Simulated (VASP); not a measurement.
NaH: single point with r2SCAN

The system is NaH.

```xyz
2
Lattice="0.0000 2.2665 2.3592 2.2665 0.0000 2.3592 2.2665 2.2665 0.0000" Properties=species:S:1:pos:R:3 pbc="T T T"
Na    0.0000    0.0000    0.0000
H     2.2665    2.2665    2.3592
```

This cell differs from its parent crystal: volume 12.120 Å^3 an atom, c/a of the conventional cell 1.0409.

```json
{
  "Program": "VASP 6.6.1",
  "Task": "single point",
  "Functional": "r2SCAN",
  "Potentials or basis": "VASP PAW PBE potentials, release 64 (Na_pv, H)",
  "Cutoff": "520 eV",
  "k mesh": "10 × 10 × 10",
  "Occupations": "fermi-dirac, width 0.2 eV",
  "Spin": "no spin polarisation",
  "Dipole correction": "no",
  "Further INCAR settings": "ALGO = Normal; EDIFF = 1e-06; NBANDS = 11"
}
```

* Pressure: 3.9 GPa
* Band gap on the k mesh: 4.64 eV, indirect (least direct gap 5.53 eV)

Stress tensor (GPa, compression positive):
```
4.64 0.00 0.00
0.00 4.64 0.00
0.00 0.00 2.30
```

Levels at points of the mesh, in eV from the valence-band top:
| k point | band 2 | band 3 | band 4 | band 5 | band 6 | band 7 |
| --- | --- | --- | --- | --- | --- | --- |
| (0.00, 0.00, 0.00) | -22.64 | -22.64 | -4.00 | 12.86 | 17.38 | 17.61 |
| (0.50, 0.00, 0.00) | -22.67 | -22.65 | -0.90 | 4.64 | 12.79 | 14.54 |
| (0.50, 0.50, 0.00) | -22.68 | -22.68 | -0.36 | 5.17 | 11.59 | 12.80 |
| (0.50, 0.00, 0.50) | -22.70 | -22.70 | -0.16 | 5.73 | 11.15 | 12.23 |

Wall time 61 s on 1 thread of Intel(R) Xeon(R) Platinum 8259CL CPU @ 2.50GHz (Skylake/Cascade Lake), on a shared host, peak memory 0.15 GiB.

Caveat: the PAW data sets were made with another functional, which shifts forces and pressure a little. A k mesh can miss the band edges.
